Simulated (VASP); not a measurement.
A run of VASP 6.6.1:

The input POSCAR:

```
ZrIn2S2
1.0
    3.5477805685      0.0000000000      0.0000000000
   -1.7738902843      3.0724680994      0.0000000000
    0.0000000000      0.0000000000     11.2050491668
Zr In S
1 2 2
Direct
    0.0000000000      0.0000000000      0.0000000000
    0.3333333333      0.6666666667      0.3763203868
    0.6666666667      0.3333333333      0.6236796132
    0.3333333333      0.6666666667      0.8602973296
    0.6666666667      0.3333333333      0.1397026704
```

File INCAR.step1:

```
SYSTEM = ZrIn2S2
ALGO     = Normal         ! electronic algorithm
EDIFF    = 1E-6           ! SCF threshold, eV
ENCUT    = 520            ! plane-wave cutoff, eV
GGA      = PE             ! functional
ISIF     = 2              ! what is computed and relaxed
ISMEAR   = 0              ! smearing method
LASPH    = .TRUE.         ! aspherical terms in the spheres
LCHARG   = .TRUE.         ! write CHGCAR
LMAXMIX  = 4              ! l up to which the mixer works
LREAL    = .FALSE.        ! projectors in reciprocal space
LWAVE    = .FALSE.        ! write WAVECAR
NBANDS   = 33             ! bands
NELM     = 100            ! most SCF steps
PREC     = Accurate       ! precision mode
SIGMA    = 0.1            ! smearing width, eV
```

File KPOINTS.step1:

```
k-points
0
G
  12 12 4
  0 0 0
```

INCAR.step2

```
SYSTEM = ZrIn2S2
ALGO     = Normal         ! electronic algorithm
EDIFF    = 1E-6           ! SCF threshold, eV
ENCUT    = 520            ! plane-wave cutoff, eV
GGA      = PE             ! functional
ICHARG   = 11             ! starting density
ISIF     = 2              ! what is computed and relaxed
ISMEAR   = -5             ! smearing method
LASPH    = .TRUE.         ! aspherical terms in the spheres
LCHARG   = .FALSE.        ! write CHGCAR
LMAXMIX  = 4              ! l up to which the mixer works
LORBIT   = 10             ! projections on sites
LREAL    = .FALSE.        ! projectors in reciprocal space
LWAVE    = .FALSE.        ! write WAVECAR
NBANDS   = 33             ! bands
NEDOS    = 1001           ! points of the DOS
NELM     = 100            ! most SCF steps
PREC     = Accurate       ! precision mode
SIGMA    = 0.1            ! smearing width, eV
```

Contents of KPOINTS.step2:

```
k-points
0
G
  18 18 6
  0 0 0
```

Potentials or basis: VASP PAW PBE potentials, release 64 (Zr_sv, In_d, S).

Launch:

```console
$ cat potpaw_PBE.64/Zr_sv/POTCAR potpaw_PBE.64/In_d/POTCAR potpaw_PBE.64/S/POTCAR > POTCAR
$ cp INCAR.step1 INCAR
$ cp KPOINTS.step1 KPOINTS
$ mpirun -np 1 vasp_std > vasp.out
$ cp INCAR.step2 INCAR
$ cp KPOINTS.step2 KPOINTS
$ mpirun -np 1 vasp_std > vasp.out
```

Hardware: 1 thread of Intel(R) Xeon(R) 6975P-C (Granite Rapids) (shared host).

Q: Estimate the wall time of this run.

A: It took 7 min on 1 thread of Intel(R) Xeon(R) 6975P-C (Granite Rapids) (shared host), peak memory 0.79 GiB. Counts: k points 202.
